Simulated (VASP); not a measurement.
The system is CsI.

```
CELL_PARAMETERS angstrom
4.60814 0.00000 0.00000
0.00000 4.60814 0.00000
0.00000 0.00000 4.60814
ATOMIC_POSITIONS crystal
Cs 0.00000 0.00000 0.00000
I 0.50000 0.50000 0.50000
```

Base run:

- Program: VASP 6.6.1
- Functional: PBE
- Potentials or basis: VASP PAW PBE potentials, release 64 (Cs_sv, I)
- Cutoff: 500 eV
- k mesh: 4 × 4 × 4
- Occupations: gaussian, width 0.01 eV
- Spin: no spin polarisation

Its results: band gap on the k mesh 3.79 eV, indirect (least direct gap 3.88 eV); pressure 0.5 GPa.

**Question.** After a change of settings the same cell gave: band gap on the k mesh 5.47 eV, indirect (least direct gap 5.58 eV); pressure 0.1 GPa. Which change was it?
A. functional from PBE to LDA; potentials or basis from VASP PAW PBE potentials, release 64 (Cs_sv, I) to VASP PAW LDA potentials, release 64 (Cs_sv, I)
B. occupations from gaussian, width 0.01 eV to methfessel-paxton, width 0.5 eV
C. functional from PBE to PBE0; cutoff from 500 eV to 400 eV
D. k mesh from 4 × 4 × 4 to 5 × 5 × 5

**Answer.** C.

PBE0 gives the wider gap, since exact exchange removes part of the self-interaction.

Caveats: spin-orbit coupling is left out, which moves the levels of the heavy elements; the PAW data sets were made with another functional, which shifts forces and pressure a little (some runs).
